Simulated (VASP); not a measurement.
# Ge (Fd-3m) in VASP: single point with PBEsol

Aim: the single point of Ge with PBEsol.

Everything below comes from runs of VASP 6.6.1. Logs are shortened: lines on timing, memory, paths and dates and some standing lists are left out, and cuts for length are marked.

### 1 The cell of the first run

The structure is cubic, space group Fd-3m (No. 227). The conventional cell has a = 5.676 Å, b = 5.676 Å, c = 5.676 Å, α = 90.00°, β = 90.00°, γ = 90.00°. Within 3.2 Å of Ge (site symmetry -43m) lie 4 Ge at 2.46 Å.

### 2 Single point, PBEsol

INCAR reads:

```
PREC     = Accurate       # precision mode
ENCUT    = 500            # plane-wave cutoff, eV
EDIFF    = 1E-6           # SCF threshold, eV
ISMEAR   = 0              # smearing method
SIGMA    = 0.1            # smearing width, eV
LREAL    = False          # projectors in reciprocal space
LASPH    = True           # aspherical terms in the spheres
NELM     = 120            # most SCF steps
ALGO     = Normal         # electronic algorithm
ISIF     = 2              # what is computed and relaxed
LWAVE    = False          # write WAVECAR
LCHARG   = True           # write CHGCAR
GGA      = PS             # functional
LELF     = True           # ELF
LVHAR    = True         
NBANDS   = 36             # bands
GGA_COMPAT= False
```

KPOINTS reads:

```
Automatic mesh
0
Gamma
  10 10 8
```

POSCAR reads:

```
Ge
1.0
    2.8378655627      2.8378655627      0.0000000000
   -2.8378655627      2.8378655627      0.0000000000
    0.0000000000      0.0000000000      5.6757311254
Ge
4
Direct
    0.5000000000      0.5000000000      0.5000000000
    0.0000000000      0.0000000000      0.0000000000
    0.5000000000      0.0000000000      0.2500000000
    0.0000000000      0.5000000000      0.7500000000
```

Potentials or basis: VASP PAW PBE potentials, release 64 (Ge_d).

On the command line:

```sh
$ cat potpaw_PBE.64/Ge_d/POTCAR > POTCAR
$ mpirun -np 1 vasp_std > vasp.out
```

OUTCAR:

```text
PREC = Accurate
   ENCUT = 500
   EDIFF = 1E-6
   ISMEAR = 0
   LREAL = False
   LASPH = True
   NELM = 120
   ISIF = 2
   GGA = PS

 ion  position               nearest neighbor table
   1  0.500  0.500  0.500-   3 2.46   4 2.46   3 2.46   4 2.46
   2  0.000  0.000  0.000-   3 2.46   4 2.46   4 2.46   3 2.46
   3  0.500  0.000  0.250-   1 2.46   2 2.46   1 2.46   2 2.46
   4  0.000  0.500  0.750-   1 2.46   2 2.46   2 2.46   1 2.46

  LATTYP: Found a simple tetragonal cell.
 ALAT       =     4.0133479670
 C/A-ratio  =     1.4142135624

  Lattice vectors:

 A1 = (   2.8378655627,   2.8378655627,   0.0000000000)
 A2 = (  -2.8378655627,   2.8378655627,   0.0000000000)
 A3 = (   0.0000000000,   0.0000000000,   5.6757311254)

Analysis of symmetry for initial positions (statically):
=====================================================================
 Subroutine PRICEL returns following result:

  LATTYP: Found a face centered cubic cell.
 ALAT       =     5.6757311254

  Lattice vectors:

 A1 = (   0.0000000000,  -2.8378655627,  -2.8378655627)
 A2 = (   2.8378655627,   0.0000000000,  -2.8378655627)
 A3 = (   2.8378655627,  -2.8378655627,   0.0000000000)

   2 primitive cells build up your supercell.

 Routine SETGRP: Setting up the symmetry group for a
 simple tetragonal supercell.

 Subroutine GETGRP returns: Found 16 space group operations
 (whereof  8 operations were pure point group operations)
 out of a pool of 16 trial point group operations.

The static configuration has the point symmetry D_2d.
 The point group associated with its full space group is D_4h.

Analysis of symmetry for dynamics (positions and initial velocities):
=====================================================================
 Subroutine PRICEL returns following result:

  LATTYP: Found a face centered cubic cell.
 ALAT       =     5.6757311254

  Lattice vectors:

 A1 = (   0.0000000000,  -2.8378655627,  -2.8378655627)
 A2 = (   2.8378655627,   0.0000000000,  -2.8378655627)
 A3 = (   2.8378655627,  -2.8378655627,   0.0000000000)

   2 primitive cells build up your supercell.

 Routine SETGRP: Setting up the symmetry group for a
 simple tetragonal supercell.

 Subroutine GETGRP returns: Found 16 space group operations
 (whereof  8 operations were pure point group operations)
 out of a pool of 16 trial point group operations.

The dynamic configuration has the point symmetry D_2d.
 The point group associated with its full space group is D_4h.

 Subroutine INISYM returns: Found 16 space group operations
 (whereof  8 operations are pure point group operations),
 and found     2 'primitive' translations

----------------------------------------------------------------------------------------

                                     Primitive cell

  volume of cell :      45.7094

  direct lattice vectors                    reciprocal lattice vectors
     0.000000000 -2.837865563 -2.837865563    -0.176188755 -0.176188755 -0.176188755
     2.837865563  0.000000000 -2.837865563     0.176188755  0.176188755 -0.176188755
     2.837865563 -2.837865563  0.000000000     0.176188755 -0.176188755  0.176188755

  length of vectors
     4.013347967  4.013347967  4.013347967     0.305167875  0.305167875  0.305167875

  position of ions in fractional coordinates (direct lattice)
     0.000000000  0.000000000  0.000000000
     0.250000000  0.250000000  0.250000000

  ion indices of the primitive-cell ions
   primitive index   ion index
                 1           1
                 2           3

----------------------------------------------------------------------------------------

 KPOINTS: Automatic mesh

Automatic generation of k-mesh.
 Grid dimensions read from file:
 generate k-points for:   10   10    8

 Generating k-lattice:

  Cartesian coordinates                     Fractional coordinates (reciprocal lattice)
     0.017618875  0.017618875  0.000000000     0.100000000  0.000000000  0.000000000
    -0.017618875  0.017618875  0.000000000     0.000000000  0.100000000  0.000000000
     0.000000000  0.000000000  0.022023594     0.000000000  0.000000000  0.125000000

  Length of vectors
     0.024916853  0.024916853  0.022023594

  Shift w.r.t. Gamma in fractional coordinates (k-lattice)
     0.000000000  0.000000000  0.000000000

 Subroutine IBZKPT returns following result:
 ===========================================

 Found    105 irreducible k-points:

 Following reciprocal coordinates:
            Coordinates               Weight
  0.000000  0.000000  0.000000      1.000000
  0.100000  0.000000  0.000000      4.000000
  0.200000  0.000000  0.000000      4.000000
  0.300000  0.000000  0.000000      4.000000
  0.400000  0.000000  0.000000      4.000000
  0.500000  0.000000  0.000000      2.000000
[... 16 lines left out ...]
  0.100000  0.000000  0.125000      8.000000
  0.200000  0.000000  0.125000      8.000000
 [... further k-points ...]
   k-points           NKPTS =    105   k-points in BZ     NKDIM =    105   number of bands    NBANDS=     36
   number of dos      NEDOS =    301   number of ions     NIONS =      4
   total plane-waves  NPLWV =  37800
   dimension x,y,z NGX =    30 NGY =   30 NGZ =   42
   dimension x,y,z NGXF=    60 NGYF=   60 NGZF=   84
   ions per type =               4
   NGX,Y,Z   is equivalent  to a cutoff of  12.43, 12.43, 12.30 a.u.
   NGXF,Y,Z  is equivalent  to a cutoff of  24.85, 24.85, 24.60 a.u.
 SYSTEM =  unknown system
   PREC   = accura    normal or accurate (medium, high low for compatibility)
   ISTART =      0    job   : 0-new  1-cont  2-samecut
   ICHARG =      2    charge: 1-file 2-atom 10-const
   ISPIN  =      1    spin polarized calculation?
   LNONCOLLINEAR =      F non collinear calculations
   LSORBIT =      F    spin-orbit coupling
   LASPH  =      T    aspherical Exc in radial PAW
   ENCUT  =  500.0 eV  36.75 Ry    6.06 a.u.   7.32  7.32 10.35*2*pi/ulx,y,z
   NELM   =    120;   NELMIN=  2; NELMDL= -5     # of ELM steps
   EDIFF  = 0.1E-05   stopping-criterion for ELM
   LREAL  =      F    real-space projection
[... 7 lines left out ...]
   TEBEG  =    0.0;   TEEND  =   0.0 temperature during run
   PSTRESS=    0.0 pullay stress
   NELECT =      56.0000    total number of electrons
   NUPDOWN=      -1.0000    fix difference up-down
   EMIN   =  10.00;   EMAX   =-10.00  energy-range for DOS
   EFERMI =   0.00;   METHOD = LEGACY
   ISMEAR =     0;   SIGMA  =   0.10  broadening in eV -4-tet -1-fermi 0-gaus
   EFERMI_NEDOS =   21; number of points for ismear=-14 and -15
   IALGO  =     38    algorithm
   IMIX   =      4    mixing-type and parameters
     AMIX     =   0.40;   BMIX     =  1.00
     AMIX_MAG =   1.60;   BMIX_MAG =  1.00
  volume/ion in A,a.u.               =      22.85       154.23
  Fermi-wavevector in a.u.,A,eV,Ry     =   1.390355  2.627390 26.301244  1.933087
  Thomas-Fermi vector in A             =   2.514298
   LORBIT       =      0    0 simple, 1 ext, 2 COOP (PROOUT), +10 PAW based schemes
   GGA     = PS    functional components
   LHFCALC =     F    Hartree Fock is set to
   AEXX    =    0.0000 exact exchange contribution
   IVDW    =     0    specifies the selected vdW correction
   LEPSILON=     F    determine dielectric tensor
   LRPA    =     F    only Hartree local field effects (RPA)
 non-spin polarized calculation
 Gauss-broadening in eV      SIGMA  =   0.10
  energy-cutoff  :      500.00
  volume of cell :       91.42
 maximum number of plane-waves:      2373
 NGX is ok and might be reduce to    30
   NGX = 15   NGY = 15   NGZ = 21

 number of electron      55.9999874 magnetization

 Free energy of the ion-electron system (eV)
  ---------------------------------------------------
  ext. energy  EPLUGINS =         0.00000000
  ---------------------------------------------------
  free energy    TOTEN  =       -19.74698884 eV

  energy without entropy =      -19.74643741  energy(sigma->0) =      -19.74671312

 E-fermi :   4.7928     XC(G=0): -10.0839

 val. band max:        4.7690770307   @ k =   0.0000   0.0000   0.0000
 cond. band min:       4.8630408801   @ k =   0.5000   0.0000   0.5000
 fundamental gap:      0.0939638494
 Fermi energy:         4.7928252722

 k-point     1 :       0.0000    0.0000    0.0000
  band No.  band energies     occupation
      1     -20.0145      2.00000
      2     -20.0145      2.00000
      3     -19.9813      2.00000
      4     -19.9813      2.00000
      5     -19.9810      2.00000
      6     -19.9454      2.00000
[... 28 lines left out ...]
     35      10.9660      0.00000
     36      14.2201      0.00000

 k-point     2 :       0.1000    0.0000    0.0000
  band No.  band energies     occupation
      1     -20.0199      2.00000
      2     -20.0147      2.00000
      3     -19.9863      2.00000
      4     -19.9829      2.00000
      5     -19.9812      2.00000
      6     -19.9412      2.00000
[... 28 lines left out ...]
     35      11.4146      0.00000
     36      13.4159      0.00000

 k-point     3 :       0.2000    0.0000    0.0000
  band No.  band energies     occupation
      1     -20.0284      2.00000
      2     -20.0153      2.00000
      3     -19.9957      2.00000
      4     -19.9887      2.00000
      5     -19.9783      2.00000
      6     -19.9320      2.00000
[... 28 lines left out ...]
     35      12.4461      0.00000
     36      12.4907      0.00000

 k-point     4 :       0.3000    0.0000    0.0000
  band No.  band energies     occupation
      1     -20.0322      2.00000
      2     -20.0157      2.00000
      3     -20.0040      2.00000
      4     -19.9980      2.00000
      5     -19.9695      2.00000
      6     -19.9274      2.00000
[... 28 lines left out ...]
     35      11.3691      0.00000
     36      11.5235      0.00000

 k-point     5 :       0.4000    0.0000    0.0000
  band No.  band energies     occupation
      1     -20.0294      2.00000
      2     -20.0154      2.00000
      3     -20.0101      2.00000
      4     -20.0096      2.00000
      5     -19.9544      2.00000
      6     -19.9291      2.00000
[... 655 lines left out ...]
 k-point    22 :       0.0000    0.0000    0.1250
  band No.  band energies     occupation
      1     -20.0134      2.00000
      2     -20.0134      2.00000
      3     -19.9839      2.00000
      4     -19.9827      2.00000
      5     -19.9827      2.00000
      6     -19.9507      2.00000
[... 28 lines left out ...]
     35      11.3200      0.00000
     36      13.2677      0.00000

 k-point    23 :       0.1000    0.0000    0.1250
  band No.  band energies     occupation
      1     -20.0189      2.00000
      2     -20.0136      2.00000
      3     -19.9880      2.00000
      4     -19.9871      2.00000
      5     -19.9793      2.00000
      6     -19.9443      2.00000
[... 28 lines left out ...]
     35      11.7206      0.00000
     36      12.8728      0.00000

 k-point    24 :       0.2000    0.0000    0.1250
  band No.  band energies     occupation
      1     -20.0272      2.00000
      2     -20.0141      2.00000
      3     -19.9955      2.00000
      4     -19.9919      2.00000
      5     -19.9766      2.00000
      6     -19.9357      2.00000
[... 28 lines left out ...]
     35      11.6488      0.00000
     36      12.2290      0.00000

 [... further k-points ...]
[... 5 lines left out ...]
  --------------------------------------------------------------------------------------
  -------------------------------------------------------------------------------------
  Total       -0.0733485     -0.0733485     -0.0925922      0.0000000      0.0000000      0.0000000
  in kB       -1.2854837     -1.2854837     -1.6227418      0.0000000      0.0000000      0.0000000
  external PRESSURE =      -1.3979031 kB  Pullay stress =       0.0000000 kB

 VOLUME and BASIS-vectors are now :
 -----------------------------------------------------------------------------
  energy-cutoff  :      500.00
  volume of cell :       91.42
      direct lattice vectors                 reciprocal lattice vectors
     2.837865563  2.837865563  0.000000000     0.176188755  0.176188755  0.000000000
    -2.837865563  2.837865563  0.000000000    -0.176188755  0.176188755  0.000000000
     0.000000000  0.000000000  5.675731125     0.000000000  0.000000000  0.176188755

 POSITION                                       TOTAL-FORCE (eV/Angst)
 -----------------------------------------------------------------------------------
      0.00000      2.83787      2.83787        -0.000000     -0.000000     -0.000000
      0.00000      0.00000      0.00000        -0.000000     -0.000000     -0.000000
      1.41893      1.41893      1.41893         0.000000      0.000000      0.000000
     -1.41893      1.41893      4.25680         0.000000      0.000000     -0.000000
 -----------------------------------------------------------------------------------
    total drift:                               -0.000000      0.000000      0.000000

  FREE ENERGIE OF THE ION-ELECTRON SYSTEM (eV)
  ---------------------------------------------------
  free  energy   TOTEN  =       -19.7469888400 eV

  energy  without entropy=      -19.7464374061  energy(sigma->0) =      -19.74671312
```

Run time: 6 min. Hardware: 1 thread of Oxide Virtual Turin-like, shared host; peak memory 0.31 GiB.

Results:

| Quantity | Value |
| --- | --- |
| Free energy | -19.7470 eV |
| Pressure | -0.1 GPa |
| Band gap on the k mesh | zero (filled and empty bands touch) |

Levels at points of the mesh, in eV from the Fermi level:
```csv
k point,band 24,band 25,band 26,band 27,band 28,band 29,band 30,band 31,band 32,band 33
"(0.00, 0.00, 0.00)",-3.08,-3.08,-0.12,-0.02,-0.02,-0.02,0.65,0.65,2.50,2.50
"(0.50, 0.00, 0.00)",-6.55,-3.88,-3.88,-1.52,-1.52,1.87,1.87,4.73,4.73,5.00
"(0.50, 0.50, 0.00)",-8.89,-3.08,-3.08,-3.08,-3.08,0.65,0.65,0.65,0.65,9.39
"(0.00, 0.00, 0.50)",-4.75,-2.05,-2.05,-2.05,-2.05,0.93,0.93,2.64,2.64,5.76
"(0.50, 0.00, 0.50)",-7.61,-1.42,-1.42,-1.42,-1.42,0.07,0.07,3.68,3.68,3.68
"(0.50, 0.50, 0.50)",-8.79,-3.92,-3.92,-3.92,-3.92,4.23,4.23,4.23,4.23,4.61
```

Caveat: semilocal functionals underestimate gaps, and a narrow one can read as zero; the PAW data sets were made with another functional, which shifts forces and pressure a little.

The gap in the log of VASP goes by the Fermi energy; the results here count the filled bands.